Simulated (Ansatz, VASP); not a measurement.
# One calculation of Hf, two programs

Contents of INCAR:

```
PREC = Accurate
ENCUT = 520
EDIFF = 1E-7
ISMEAR = -1
SIGMA = 1.0
LREAL = False
LASPH = True
NELM = 100
ALGO = Normal
ISIF = 2
LWAVE = False
LCHARG = False
GGA = CA
NBANDS = 17
```

File KPOINTS:

```
Automatic mesh
0
Gamma
  12 12 7
```

The input POSCAR:

```
Hf
1.0
    3.1183974891      0.0000000000      0.0000000000
   -1.5591987445      2.7006114446      0.0000000000
    0.0000000000      0.0000000000      4.9475473504
Hf
2
Direct
    0.3333333333      0.6666666667      0.2500000000
    0.6666666667      0.3333333333      0.7500000000
```

Input for Ansatz:

```yaml
crystal:
  lattice:
    - [3.1183974891, 0.0, 0.0]
    - [-1.5591987445, 2.7006114446, 0.0]
    - [0.0, 0.0, 4.9475473504]
  atoms:
    - { symbol: Hf, position: [0.3333333333, 0.6666666667, 0.25] }
    - { symbol: Hf, position: [0.6666666667, 0.3333333333, 0.75] }
hamiltonian:
  xc: lda
  pseudopotentials:
    kind: paw
    azcp:
      Hf: "pseudopotentials/Hf.paw.azcp"
basis:
  ecutwfc: 420
  fft_grid_basis: typed
kpoints:
  mp_grid: { grid: [12, 12, 7], shift: [0, 0, 0] }
magnetization:
  spin_polarized: false
scf:
  occupations: { method: fermi_dirac, width: 1.0 }
  lower_state_search: "off"
output:
  stress: true
```

Alike in both runs: task single point; functional LDA; k mesh 12 × 12 × 7; occupations fermi-dirac, width 1 eV; no spin polarisation.

|  | VASP | Ansatz |
| --- | --- | --- |
| version | VASP 6.6.1 | Ansatz 0.2.0 |
| potentials or method | VASP PAW LDA potentials, release 64 (Hf_pv), cutoff 520 eV | plane waves (420 eV) with PAW, scalar-relativistic |
| valence electrons in the cell | 20 | 52 |

|  | VASP | Ansatz | Ansatz less VASP |
| --- | --- | --- | --- |
| pressure (GPa) | 11.0 | 10.8 | -0.22 |
| traceless stress, the component that is largest in VASP (GPa) | 3.10 | 3.11 | +0.008 |

Ansatz warns that its potentials were made for another functional, while VASP's fit it. LDA's correlation is that of Perdew and Zunger in VASP and of Perdew and Wang (1992) in Ansatz. VASP's potentials hold 20 valence electrons a cell and Ansatz's 52, so a difference there can come from the potentials and not from the codes.

Neither program's run includes spin-orbit coupling.
